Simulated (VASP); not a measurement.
Set up this calculation in VASP 6.6.1, as the native input.

```
Task                   : single point
Functional             : PBE
Potentials or basis    : VASP PAW PBE potentials, release 64 (Sn_d)
Cutoff                 : 520 eV
k mesh                 : 9 × 9 × 9
Occupations            : fermi-dirac, width 0.03 eV
Spin                   : no spin polarisation
Dipole correction      : no
Further INCAR settings : ALGO = Normal; EDIFF = 1e-07; NBANDS = 21
```

The structure of Sn lies in POSCAR:

```
Sn
1.0
    0.0000000000      3.2456000000      3.2456000000
    3.2456000000      0.0000000000      3.2456000000
    3.2456000000      3.2456000000      0.0000000000
Sn
2
Direct
    0.5000000000      0.5000000000      0.5000000000
    0.7500000000      0.7500000000      0.7500000000
```

One way to write it, as run:

INCAR

```
PREC     = Accurate       # precision mode
ENCUT    = 520            # plane-wave cutoff, eV
EDIFF    = 1E-7           # SCF threshold, eV
ISMEAR   = -1             # smearing method
SIGMA    = 0.03           # smearing width, eV
LREAL    = F              # projectors in reciprocal space
LASPH    = T              # aspherical terms in the spheres
NELM     = 100            # most SCF steps
ALGO     = Normal         # electronic algorithm
ISIF     = 2              # what is computed and relaxed
LWAVE    = F              # write WAVECAR
LCHARG   = F              # write CHGCAR
GGA      = PE             # functional
NBANDS   = 21             # bands
```

KPOINTS

```
regular mesh
0
Gamma
  9 9 9
```

Potentials or basis: VASP PAW PBE potentials, release 64 (Sn_d).

Command:

```bash
$ cat potpaw_PBE.64/Sn_d/POTCAR > POTCAR
$ mpirun -np 1 vasp_std > vasp.out
```

It gave:

```json
{
 "Pressure": "3.1 GPa",
 "Band gap on the k mesh": "zero (band 14 reaches 5.72 eV, above the bottom of band 15 at 5.65 eV)"
}
```

Caveat: spin-orbit coupling is left out, which moves the levels of the heavy elements.

Wall time 35 s on 1 thread of Intel(R) Xeon(R) Platinum 8488C (Sapphire Rapids) (shared host), peak memory 0.21 GiB.
